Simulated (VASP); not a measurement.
# ZrNbSe3 (P-6m2) in VASP: a series of runs

The runs below take ZrNbSe3 through single point, with PBE.

Program: VASP 6.6.1. These are calculated values, not measurements. Logs are shortened: lines on timing, memory, paths and dates and some standing lists are left out, and cuts for length are marked.

**1. The cell of the first run**

It takes space group P-6m2 (No. 187, hexagonal). The conventional cell has a = 4.138 Å, b = 4.138 Å, c = 8.460 Å, α = 90.00°, β = 90.00°, γ = 120.00°. Zr (site symmetry -6m2) has 6 Se at 2.84 Å within 3.7 Å. Nb (site symmetry -6m2) has 5 Se at 2.39 to 2.70 Å within 3.2 Å. Se (site symmetry 3m) has 1 Nb at 2.70 Å and 3 Zr at 2.84 Å and 1 Se at 3.07 Å within 3.6 Å. Se (site symmetry -6m2) has 3 Nb at 2.39 Å within 3.2 Å.

**2. Single point, PBE, collinear spin, zero start**

Contents of INCAR:

```
PREC = Accurate ; ENCUT = 520
EDIFF = 1E-6 ; ISMEAR = 0
SIGMA = 0.1 ; LREAL = F
LASPH = T ; NELM = 150
ALGO = Normal ; ISIF = 2
LWAVE = F ; LCHARG = F
ISPIN = 2 ; MAGMOM = 0 0 0 0 0
LORBIT = 11 ; LMAXMIX = 4
GGA = PE ; NBANDS = 34
```

Contents of KPOINTS:

```
regular mesh
0
Gamma
  6 6 4
```

Contents of POSCAR:

```
ZrNbSe3
1.0
    4.1377434857      0.0000000026      0.0000000000
   -2.0688717450      3.5833909716      0.0000000000
    0.0000000000      0.0000000000      8.4596767491
Zr Nb Se
1 1 3
Direct
    0.3333333333      0.6666666667      0.0000000000
    0.6666666667      0.3333333333      0.5000000000
    0.6666666667      0.3333333333      0.1813122013
    0.6666666667      0.3333333333      0.8186877987
    0.0000000000      0.0000000000      0.5000000000
```

Potentials or basis: VASP PAW PBE potentials, release 64 (Zr_sv, Nb_sv, Se).

Started as:

```sh
$ cat potpaw_PBE.64/Zr_sv/POTCAR potpaw_PBE.64/Nb_sv/POTCAR potpaw_PBE.64/Se/POTCAR > POTCAR
$ mpirun -np 1 vasp_std > vasp.out
```

OUTCAR:

```text
PREC = Accurate
   ENCUT = 520
   EDIFF = 1E-6
   ISMEAR = 0
   LREAL = F
   LASPH = T
   NELM = 150
   ISIF = 2
   ISPIN = 2
   LORBIT = 11
   GGA = PE

 ion  position               nearest neighbor table
   1  0.333  0.667  0.000-   3 2.84   4 2.84   3 2.84   4 2.84   3 2.84   4 2.84
   2  0.667  0.333  0.500-   5 2.39   5 2.39   5 2.39   3 2.70   4 2.70
   3  0.667  0.333  0.181-   2 2.70   1 2.84   1 2.84   1 2.84
   4  0.667  0.333  0.819-   2 2.70   1 2.84   1 2.84   1 2.84
   5  0.000  0.000  0.500-   2 2.39   2 2.39   2 2.39

  LATTYP: Found a hexagonal cell.
 ALAT       =     4.1377434857
 C/A-ratio  =     2.0445145472

  Lattice vectors:

 A1 = (   4.1377434857,   0.0000000026,   0.0000000000)
 A2 = (  -2.0688717450,   3.5833909716,   0.0000000000)
 A3 = (   0.0000000000,   0.0000000000,   8.4596767491)

Analysis of symmetry for initial positions (statically):
=====================================================================
 Subroutine PRICEL returns:
 Original cell was already a primitive cell.

 Routine SETGRP: Setting up the symmetry group for a
 hexagonal supercell.

 Subroutine GETGRP returns: Found 12 space group operations
 (whereof 12 operations were pure point group operations)
 out of a pool of 24 trial point group operations.

The static configuration has the point symmetry D_3h.

Analysis of symmetry for dynamics (positions and initial velocities):
=====================================================================
 Subroutine PRICEL returns:
 Original cell was already a primitive cell.

 Routine SETGRP: Setting up the symmetry group for a
 hexagonal supercell.

 Subroutine GETGRP returns: Found 12 space group operations
 (whereof 12 operations were pure point group operations)
 out of a pool of 24 trial point group operations.

The dynamic configuration has the point symmetry D_3h.

Analysis of structural, dynamic, and magnetic symmetry:
=====================================================================
 Subroutine PRICEL returns:
 Original cell was already a primitive cell.

 Routine SETGRP: Setting up the symmetry group for a
 hexagonal supercell.

 Subroutine GETGRP returns: Found 12 space group operations
 (whereof 12 operations were pure point group operations)
 out of a pool of 24 trial point group operations.

The overall configuration has the point symmetry D_3h.

 Subroutine INISYM returns: Found 12 space group operations
 (whereof 12 operations are pure point group operations),
 and found     1 'primitive' translations

----------------------------------------------------------------------------------------

                                     Primitive cell

  volume of cell :     125.4329

  direct lattice vectors                    reciprocal lattice vectors
     4.137743486  0.000000003  0.000000000     0.241677620  0.139532639  0.000000000
    -2.068871745  3.583390972  0.000000000    -0.000000000  0.279065279  0.000000000
     0.000000000  0.000000000  8.459676749     0.000000000  0.000000000  0.118207826

  length of vectors
     4.137743486  4.137743486  8.459676749     0.279065279  0.279065279  0.118207826

  position of ions in fractional coordinates (direct lattice)
     0.333333333  0.666666667  0.000000000
     0.666666667  0.333333333  0.500000000
     0.666666667  0.333333333  0.181312201
     0.666666667  0.333333333  0.818687799
     0.000000000  0.000000000  0.500000000

  ion indices of the primitive-cell ions
   primitive index   ion index
                 1           1
                 2           2
                 3           3
                 4           4
                 5           5

----------------------------------------------------------------------------------------

 KPOINTS: regular mesh

Automatic generation of k-mesh.
 Grid dimensions read from file:
 generate k-points for:    6    6    4

 Generating k-lattice:

  Cartesian coordinates                     Fractional coordinates (reciprocal lattice)
     0.040279603  0.023255440  0.000000000     0.166666667  0.000000000  0.000000000
    -0.000000000  0.046510880  0.000000000    -0.000000000  0.166666667  0.000000000
     0.000000000  0.000000000  0.029551957     0.000000000  0.000000000  0.250000000

  Length of vectors
     0.046510880  0.046510880  0.029551957

  Shift w.r.t. Gamma in fractional coordinates (k-lattice)
     0.000000000  0.000000000  0.000000000

 Subroutine IBZKPT returns following result:
 ===========================================

 Found     21 irreducible k-points:

 Following reciprocal coordinates:
            Coordinates               Weight
  0.000000  0.000000  0.000000      1.000000
  0.166667  0.000000  0.000000      6.000000
  0.333333  0.000000  0.000000      6.000000
  0.500000  0.000000  0.000000      3.000000
  0.166667  0.166667  0.000000      6.000000
  0.333333  0.166667  0.000000     12.000000
[... 13 lines left out ...]
  0.333333  0.166667  0.500000     12.000000
  0.333333  0.333333  0.500000      2.000000
   k-points           NKPTS =     21   k-points in BZ     NKDIM =     21   number of bands    NBANDS=     34
   number of dos      NEDOS =    301   number of ions     NIONS =      5
   total plane-waves  NPLWV =  65536
   dimension x,y,z NGX =    32 NGY =   32 NGZ =   64
   dimension x,y,z NGXF=    64 NGYF=   64 NGZF=  128
   ions per type =               1   1   3
   NGX,Y,Z   is equivalent  to a cutoff of  12.86, 12.86, 12.58 a.u.
   NGXF,Y,Z  is equivalent  to a cutoff of  25.71, 25.71, 25.15 a.u.
 SYSTEM =  unknown system
   PREC   = accura    normal or accurate (medium, high low for compatibility)
   ISTART =      0    job   : 0-new  1-cont  2-samecut
   ICHARG =      2    charge: 1-file 2-atom 10-const
   ISPIN  =      2    spin polarized calculation?
   LNONCOLLINEAR =      F non collinear calculations
   LSORBIT =      F    spin-orbit coupling
   LASPH  =      T    aspherical Exc in radial PAW
   ENCUT  =  520.0 eV  38.22 Ry    6.18 a.u.   7.69  7.69 15.73*2*pi/ulx,y,z
   NELM   =    150;   NELMIN=  2; NELMDL= -5     # of ELM steps
   EDIFF  = 0.1E-05   stopping-criterion for ELM
   LREAL  =      F    real-space projection
   EDIFFG = 0.1E-04   stopping-criterion for IOM
   NSW    =      0    number of steps for IOM
   IBRION =     -1    ionic relax: 0-MD 1-quasi-New 2-CG
   NFREE  =      0    steps in history (QN), initial steepest desc. (CG)
   ISIF   =      2    stress and relaxation
   ISYM   =      2    0-nonsym 1-usesym 2-fastsym
   POTIM  = 0.5000    time-step for ionic-motion
   TEBEG  =    0.0;   TEEND  =   0.0 temperature during run
   PSTRESS=    0.0 pullay stress
   NELECT =      43.0000    total number of electrons
   NUPDOWN=      -1.0000    fix difference up-down
   EMIN   =  10.00;   EMAX   =-10.00  energy-range for DOS
   EFERMI =   0.00;   METHOD = LEGACY
   ISMEAR =     0;   SIGMA  =   0.10  broadening in eV -4-tet -1-fermi 0-gaus
   EFERMI_NEDOS =   21; number of points for ismear=-14 and -15
   IALGO  =     38    algorithm
   IMIX   =      4    mixing-type and parameters
     AMIX     =   0.40;   BMIX     =  1.00
     AMIX_MAG =   1.60;   BMIX_MAG =  1.00
  volume/ion in A,a.u.               =      25.09       169.29
  Fermi-wavevector in a.u.,A,eV,Ry     =   1.145760  2.165173 17.861278  1.312767
  Thomas-Fermi vector in A             =   2.282448
   LORBIT       =     11    0 simple, 1 ext, 2 COOP (PROOUT), +10 PAW based schemes
   GGA     = PE    functional components
   LHFCALC =     F    Hartree Fock is set to
   AEXX    =    0.0000 exact exchange contribution
   IVDW    =     0    specifies the selected vdW correction
   LEPSILON=     F    determine dielectric tensor
   LRPA    =     F    only Hartree local field effects (RPA)
 spin polarized calculation
 Gauss-broadening in eV      SIGMA  =   0.10
  energy-cutoff  :      520.00
  volume of cell :      125.43
 maximum number of plane-waves:      3403
 NGX is ok and might be reduce to    32
   NGX = 15   NGY = 15   NGZ = 31

 number of electron      42.9999999 magnetization       0.0000017

 number of electron      42.9999999 magnetization      -0.0035735

 Free energy of the ion-electron system (eV)
  ---------------------------------------------------
  ext. energy  EPLUGINS =         0.00000000
  ---------------------------------------------------
  free energy    TOTEN  =       -32.68097402 eV

  energy without entropy =      -32.63577393  energy(sigma->0) =      -32.65837398

 E-fermi :   5.6500     XC(G=0):  -9.7136

 val. band max:        5.6447689454   @ k =   0.3333   0.1667   0.0000
 cond. band min:       5.6713138799   @ k =   0.1667   0.0000   0.2500
 fundamental gap:      0.0265449346
 Fermi energy:         5.6500137970

 spin component 1

 k-point     1 :       0.0000    0.0000    0.0000
  band No.  band energies     occupation
      1     -49.7235      1.00000
      2     -44.3964      1.00000
      3     -25.9084      1.00000
      4     -25.9084      1.00000
      5     -25.8015      1.00000
      6     -22.3918      1.00000
[... 745 lines left out ...]
     32      12.1341      0.00000
     33      12.5194      0.00000
 Fermi energy:         5.6500137970

 spin component 2

 k-point     1 :       0.0000    0.0000    0.0000
  band No.  band energies     occupation
      1     -49.7236      1.00000
      2     -44.3979      1.00000
      3     -25.9085      1.00000
      4     -25.9085      1.00000
      5     -25.8016      1.00000
      6     -22.3936      1.00000
[... 745 lines left out ...]
     32      12.1328      0.00000
     33      12.5191      0.00000
 [bands above 33 left out]

------------------------ aborting loop because EDIFF is reached ----------------------------------------

  FORCE on cell =-STRESS in cart. coord.  units (eV):
  Direction    XX          YY          ZZ          XY          YZ          ZX
  --------------------------------------------------------------------------------------
  -------------------------------------------------------------------------------------
  Total        0.0191286      0.0191286      0.1478203      0.0000000      0.0000000      0.0000000
  in kB        0.2443327      0.2443327      1.8881358      0.0000000      0.0000000      0.0000000
  external PRESSURE =       0.7922671 kB  Pullay stress =       0.0000000 kB

 VOLUME and BASIS-vectors are now :
 -----------------------------------------------------------------------------
  energy-cutoff  :      520.00
  volume of cell :      125.43
      direct lattice vectors                 reciprocal lattice vectors
     4.137743486  0.000000003  0.000000000     0.241677620  0.139532639  0.000000000
    -2.068871745  3.583390972  0.000000000    -0.000000000  0.279065279  0.000000000
     0.000000000  0.000000000  8.459676749     0.000000000  0.000000000  0.118207826

 POSITION                                       TOTAL-FORCE (eV/Angst)
 -----------------------------------------------------------------------------------
     -0.00000      2.38893      0.00000         0.000000     -0.000000     -0.000000
      2.06887      1.19446      4.22984        -0.000000      0.000000     -0.000000
      2.06887      1.19446      1.53384        -0.000000      0.000000      0.014181
      2.06887      1.19446      6.92583        -0.000000      0.000000     -0.014181
      0.00000      0.00000      4.22984         0.000000     -0.000000     -0.000000
 -----------------------------------------------------------------------------------
    total drift:                                0.000001     -0.000000      0.000000

  FREE ENERGIE OF THE ION-ELECTRON SYSTEM (eV)
  ---------------------------------------------------
  free  energy   TOTEN  =       -32.6809740214 eV

  energy  without entropy=      -32.6357739323  energy(sigma->0) =      -32.65837398

 total charge

# of ion       s       p       d       tot
------------------------------------------
    1        2.134   5.959   1.495   9.587
    2        2.171   6.001   2.579  10.752
    3        1.442   2.381   0.040   3.862
    4        1.442   2.381   0.040   3.862
    5        1.448   2.495   0.099   4.042
--------------------------------------------------
tot          8.637  19.216   4.252  32.105

 magnetization (x)

# of ion       s       p       d       tot
------------------------------------------
    1       -0.000  -0.000  -0.003  -0.003
    2       -0.000  -0.000  -0.000  -0.000
    3        0.000   0.000  -0.000   0.000
    4        0.000   0.000  -0.000   0.000
    5       -0.000  -0.000  -0.000  -0.000
--------------------------------------------------
tot         -0.000   0.000  -0.003  -0.003
```

It took 98 s on 1 thread of Intel Xeon 6975P-C (Granite Rapids), shared host; peak memory 0.37 GiB.

What came out:

```
Free energy                                           : -32.6810 eV
Pressure                                              : 0.1 GPa
Largest force                                         : 0.014 eV/Å
Net moment                                            : 0.00 μB per cell
Valence electrons inside the program's atomic spheres : Zr 9.59; Nb 10.75; Se 3.86, 4.04
```

Forces on the atoms (eV/Å):
```
Zr   0.000  0.000  0.000
Nb   0.000  0.000  0.000
Se   0.000  0.000  0.014
Se   0.000  0.000 -0.014
Se   0.000  0.000  0.000
```

Levels at points of the mesh, in eV from the Fermi level:
Spin up:
```tsv
k point	band 19	band 20	band 21	band 22	band 23	band 24	band 25	band 26
(0.00, 0.00, 0.00)	-2.45	-0.43	0.18	0.18	0.20	1.75	1.98	1.98
(0.50, 0.00, 0.00)	-2.57	-1.43	-0.54	-0.08	-0.07	1.13	1.24	1.53
(0.00, 0.00, 0.50)	-2.24	-2.24	-0.05	-0.05	0.90	1.70	1.70	2.07
(0.50, 0.00, 0.50)	-2.95	-2.88	-0.37	-0.11	0.05	1.14	1.53	1.67
```
Spin down:
```
           k point  band 18  band 19  band 20  band 21  band 22  band 23  band 24  band 25  band 26  band 27
(0.00, 0.00, 0.00)    -2.45    -2.45    -0.43     0.18     0.18     0.20     1.75     1.98     1.98     2.08
(0.50, 0.00, 0.00)    -2.76    -2.57    -1.43    -0.54    -0.08    -0.07     1.13     1.24     1.53     1.70
(0.00, 0.00, 0.50)    -2.42    -2.24    -2.24    -0.05    -0.05     0.90     1.70     1.70     2.07     2.57
(0.50, 0.00, 0.50)    -3.01    -2.95    -2.88    -0.37    -0.11     0.05     1.14     1.53     1.66     1.75
```

**3. Single point, PBE**

Contents of INCAR:

```
ALGO     = Normal         # electronic algorithm
EDIFF    = 1E-6           # SCF threshold, eV
ENCUT    = 520            # plane-wave cutoff, eV
GGA      = PE             # functional
ISIF     = 2              # what is computed and relaxed
ISMEAR   = 0              # smearing method
LASPH    = T              # aspherical terms in the spheres
LCHARG   = F              # write CHGCAR
LREAL    = F              # projectors in reciprocal space
LWAVE    = F              # write WAVECAR
NBANDS   = 30             # bands
NELM     = 80             # most SCF steps
PREC     = Accurate       # precision mode
SIGMA    = 0.1            # smearing width, eV
```

Contents of KPOINTS:

```
k-points
0
Gamma
  12 12 6
```

Contents of POSCAR:

```
ZrNbSe3
1.0
    4.1415481412      0.0000000000      0.0000000000
   -2.0707740706      3.5866859013      0.0000000000
    0.0000000000      0.0000000000      8.4604744693
Zr Nb Se
1 1 3
Direct
    0.3333333333      0.6666666667      0.0000000000
    0.6666666667      0.3333333333      0.5000000000
    0.6666666667      0.3333333333      0.1811747951
    0.6666666667      0.3333333333      0.8188252049
    0.0000000000      0.0000000000      0.5000000000
```

Potentials or basis: VASP PAW PBE potentials, release 64 (Zr_sv, Nb_sv, Se).

Started as:

```sh
$ cat potpaw_PBE.64/Zr_sv/POTCAR potpaw_PBE.64/Nb_sv/POTCAR potpaw_PBE.64/Se/POTCAR > POTCAR
$ mpirun -np 1 vasp_std > vasp.out
```

Wall time 2.2 min (1 thread of Intel Xeon 6975P-C (Granite Rapids), shared host); peak memory 0.43 GiB.

The run converged. Its results:

| Property | Result |
| --- | --- |
| Free energy | -32.6472 eV |
| Pressure | 0.0 GPa |
| Largest force | 0.006 eV/Å |

Forces on the atoms (eV/Å):
```
Zr   0.000  0.000  0.000
Nb   0.000  0.000  0.000
Se   0.000  0.000  0.006
Se   0.000  0.000 -0.006
Se   0.000  0.000  0.000
```

Levels at points of the mesh, in eV from the Fermi level:
```csv
k point,band 19,band 20,band 21,band 22,band 23,band 24
"(0.00, 0.00, 0.00)",-2.47,-0.44,0.17,0.17,0.19,1.73
"(0.50, 0.00, 0.00)",-2.59,-1.44,-0.56,-0.09,-0.09,1.10
"(0.00, 0.00, 0.50)",-2.26,-2.26,-0.06,-0.06,0.88,1.68
"(0.50, 0.00, 0.50)",-2.97,-2.90,-0.39,-0.13,0.04,1.12
```

(Part 1 of 2 ends here.)
